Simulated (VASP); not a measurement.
Set up this calculation in VASP 6.6.1, as the native input.

- Task: single point
- Functional: PBE
- Dispersion: D3(BJ)
- Potentials or basis: VASP PAW PBE potentials, release 64 (Hf_pv, N)
- Cutoff: 520 eV
- k mesh: 4 × 6 × 1
- Occupations: gaussian, width 0.1 eV
- Spin: no spin polarisation
- Dipole correction: yes
- Further INCAR settings: ALGO = Normal; EDIFF = 1e-06; NBANDS = 56

The structure of Hf4N lies in POSCAR:

```
Hf4N
1.0
    6.3423521406      0.0000000000      0.0000000000
    0.0000000000      5.0167614026      0.0000000000
    0.0000000000      0.0000000000     22.1665201410
Hf N
8 2
Direct
    0.0000000000      0.7500000000      0.1804523206
    0.5000000000      0.7500000000      0.1804523206
    0.2500000000      0.2500000000      0.2217506242
    0.7500000000      0.2500000000      0.2217506242
    0.2500000000      0.7500000000      0.2964821324
    0.7500000000      0.7500000000      0.2964821324
    0.0000000000      0.2500000000      0.3368377216
    0.5000000000      0.2500000000      0.3368377216
    0.2500000000      0.7500000000      0.4992448102
    0.2500000000      0.7500000000      0.5488691984
```

One way to write it, as run:

INCAR

```
SYSTEM = Hf4N
  ALGO = Normal
  DIPOL = 0.5 0.5 0.312
  EDIFF = 1E-6
  ENCUT = 520
  GGA = PE
  IDIPOL = 3
  ISIF = 2
  ISMEAR = 0
  IVDW = 12
  LASPH = .TRUE.
  LCHARG = .FALSE.
  LDIPOL = .TRUE.
  LREAL = .FALSE.
  LWAVE = .FALSE.
  NBANDS = 56
  NELM = 60
  PREC = Accurate
  SIGMA = 0.1
```

KPOINTS

```
k-points
0
G
  4 6 1
  0 0 0
```

Potentials or basis: VASP PAW PBE potentials, release 64 (Hf_pv, N).

The run is started by

```bash
$ cat potpaw_PBE.64/Hf_pv/POTCAR potpaw_PBE.64/N/POTCAR > POTCAR
$ mpirun -np 1 vasp_std > vasp.out
```

Results of the run:

```
Largest force              : 2.197 eV/Å
Band gap on the k mesh     : zero (bands 45 and 46 overlap by 0.46 eV)
Dispersion energy per atom : -0.208 eV
```

Caveat: the standard files for N, O and F lose accuracy on very short bonds; spin-orbit coupling is left out, which moves the levels of the heavy elements.

Run time: 14 min on 1 thread of Intel(R) Xeon(R) 6975P-C (Granite Rapids), on a shared host, peak memory 0.87 GiB.
